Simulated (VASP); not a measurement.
Set up this calculation in VASP 6.6.1, as the native input.

```yaml
Task: single point
Functional: LDA
Potentials_or_basis: VASP PAW LDA potentials, release 64 (Mg, O)
Cutoff: 520 eV
k_mesh: 9 × 9 × 8
Occupations: gaussian, width 0.05 eV
Spin: no spin polarisation
Dipole_correction: no
Further_INCAR_settings: ALGO = Normal; EDIFF = 1e-06; NBANDS = 11
```

The structure of MgO lies in POSCAR:

```
MgO
1.0
    2.8498802763      0.0000000000      0.0000000000
   -1.4249401382      2.4680687170      0.0000000000
    0.0000000000      0.0000000000      2.7198752000
Mg O
1 1
Direct
    0.0000000000      0.0000000000      0.0000000000
    0.3333333333      0.6666666667      0.5000000000
```

This cell differs from its parent crystal: strain -0.030 along x and y, +0.015 along z.

One way to write it, as run:

INCAR

```
SYSTEM = MgO
  ALGO = Normal
  EDIFF = 1E-6
  ENCUT = 520
  ISIF = 2
  ISMEAR = 0
  LASPH = .TRUE.
  LCHARG = .FALSE.
  LREAL = .FALSE.
  LWAVE = .FALSE.
  NBANDS = 11
  NELM = 60
  PREC = Accurate
  SIGMA = 0.05
```

KPOINTS

```
k-points
0
G
  9 9 8
  0 0 0
```

Potentials or basis: VASP PAW LDA potentials, release 64 (Mg, O).

Run with:

```console
$ cat potpaw_LDA.64/Mg/POTCAR potpaw_LDA.64/O/POTCAR > POTCAR
$ mpirun -np 1 vasp_std > vasp.out
```

Results of the run:

| Quantity | Value |
| --- | --- |
| Pressure | -5.8 GPa |
| Band gap on the k mesh | 3.08 eV, indirect (least direct gap 3.53 eV) |

Caveat: the cell differs from its parent crystal (strain -0.030 along x and y, +0.015 along z).

Run time: 3.4 s on 1 thread of Intel(R) Xeon(R) 6975P-C (Granite Rapids), on a shared host, peak memory 0.13 GiB.
